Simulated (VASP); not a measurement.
Set up this calculation in VASP 6.6.1, as the native input.

```
Task                   : relaxation of the atoms
Functional             : LDA
Potentials or basis    : VASP PAW LDA potentials, release 64 (H)
Cutoff                 : 520 eV
k mesh                 : 1 × 1 × 1
Occupations            : fermi-dirac, width 0.02 eV
Spin                   : no spin polarisation
Dipole correction      : no
Further INCAR settings : ALGO = Normal; EDIFF = 1e-06; IBRION = 2; EDIFFG = -0.02; NSW = 60
```

The structure of H2 lies in POSCAR:

```
H
1.0
    9.0000000000      0.0000000000      0.0000000000
    0.0000000000      9.5000000000      0.0000000000
    0.0000000000      0.0000000000     10.0000000000
H
2
Direct
    0.5000000000      0.5000000000      0.4625000000
    0.5000000000      0.5000000000      0.5375000000
```

The input as run:

INCAR

```
  PREC = Accurate
  ENCUT = 520
  EDIFF = 1E-6
  ISMEAR = -1
  SIGMA = 0.02
  LREAL = False
  LASPH = True
  NELM = 100
  ALGO = Normal
  ISIF = 2
  LWAVE = False
  LCHARG = False
  GGA = CA
  IBRION = 2
  NSW = 60
  EDIFFG = -0.02
```

KPOINTS

```
Automatic mesh
0
Gamma
  1 1 1
```

Potentials or basis: VASP PAW LDA potentials, release 64 (H).

Run with:

```sh
$ cat potpaw_LDA.64/H/POTCAR > POTCAR
$ mpirun -np 1 vasp_gam > vasp.out
```

It gave:

The energy gained by relaxing is 2.1 meV/atom and the ionic steps are 3. The gap between the frontier levels is 9.97 eV.

Wall time 21 s on 1 thread of AMD EPYC 7R13 Processor (Zen 3) (shared host), peak memory 0.47 GiB.
